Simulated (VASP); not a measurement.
Input of a VASP 6.6.1 run:

INCAR

```
SYSTEM = MoS2
PREC = Accurate
ENCUT = 600
EDIFF = 1E-6
ISMEAR = 0
SIGMA = 0.1
LREAL = .False.
LASPH = .True.
NELM = 100
ALGO = Normal
ISIF = 3
LWAVE = .False.
LCHARG = .False.
GGA = PS
IBRION = 2
NSW = 100
EDIFFG = -0.05
```

File KPOINTS:

```
regular mesh
0
Gamma
  9 9 9
  0 0 0
```

File POSCAR:

```
MoS2
1.0
    1.5855007458      0.9153892824      6.1150000000
   -1.5855007458      0.9153892824      6.1150000000
    0.0000000000     -1.8307785648      6.1150000000
Mo S
1 2
Direct
    0.0000000000      0.0000000000      0.0000000000
    0.7500000000      0.7500000000      0.7500000000
    0.2500000000      0.2500000000      0.2500000000
```

Potentials or basis: VASP PAW PBE potentials, release 64 (Mo_sv, S).

Command:

```console
$ cat potpaw_PBE.64/Mo_sv/POTCAR potpaw_PBE.64/S/POTCAR > POTCAR
$ mpirun -np 1 vasp_std > vasp.out
```

(1) Predict the space group after relaxing (to 0.05 Å).

(2) Predict the band gap on the k mesh.

(3) Predict the relaxed volume.

(4) What does it give for the relaxed cell?

Results:

(1) R-3m (No. 166).

(2) zero (band 13 reaches 8.26 eV, above the bottom of band 14 at 7.92 eV).

(3) 17.29 Å³/atom.

(4) a = 6.379 Å, b = 6.379 Å, c = 6.379 Å, α = 28.39°, β = 28.39°, γ = 28.39°.

Caveat: the PAW data sets were made with another functional, which shifts forces and pressure a little.
